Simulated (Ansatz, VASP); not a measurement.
## K: VASP beside Ansatz

The input POSCAR:

```
K
1.0
    4.3247203710      0.0000000000      0.0000000000
    0.0000000000      4.3247203710      0.0000000000
    0.0000000000      0.0000000000      4.3247203710
K
1
Direct
    0.0000000000      0.0000000000      0.0000000000
```

INCAR.step1

```
SYSTEM = K
PREC = Accurate ; ENCUT = 520
ISMEAR = 1 ; SIGMA = 0.1
LREAL = .FALSE. ; LASPH = .TRUE.
NELM = 80 ; NBANDS = 10
GGA = PE ; ALGO = Normal
EDIFF = 1E-4 ; LWAVE = .TRUE.
LCHARG = .FALSE.
```

The input INCAR.step2:

```
SYSTEM = K
PREC = Accurate ; ENCUT = 520
EDIFF = 1E-6 ; ISMEAR = 1
SIGMA = 0.1 ; LREAL = .FALSE.
LASPH = .TRUE. ; NELM = 80
ALGO = Normal ; ISIF = 2
LWAVE = .FALSE. ; LCHARG = .FALSE.
METAGGA = R2SCAN ; LMIXTAU = .TRUE.
NBANDS = 10 ; ISTART = 1
```

The input KPOINTS:

```
regular mesh
0
G
  6 6 6
  0 0 0
```

Input for Ansatz:

```yaml
crystal:
  lattice:
    - [4.324720370979821, 0.0, 0.0]
    - [0.0, 4.324720370979821, 0.0]
    - [0.0, 0.0, 4.324720370979821]
  atoms:
    - { symbol: K, position: [0.0, 0.0, 0.0] }
basis:
  ecutwfc: 600.0
kpoints:
  mp_grid:
    grid: [6, 6, 6]
hamiltonian:
  xc: r2scan
  pseudopotentials:
    kind: paw
scf:
  occupations:
    method: cold
output:
  stress: true
```

Alike in both runs: task single point; functional r2SCAN; k mesh 6 × 6 × 6; no spin polarisation.

|  | VASP | Ansatz |
| --- | --- | --- |
| version | VASP 6.6.1 | Ansatz 0.2.0 |
| potentials or method | VASP PAW PBE potentials, release 64 (K_sv), cutoff 520 eV | plane waves, PAW |
| occupations | methfessel-paxton of order 1, width 0.1 eV | cold |
| valence electrons in the cell | 9 | 9 |

|  | VASP | Ansatz | Ansatz less VASP |
| --- | --- | --- | --- |
| pressure (GPa) | -0.1 | -0.1 | +0.02 |

VASP's potentials were made for PBE, not for r2SCAN.
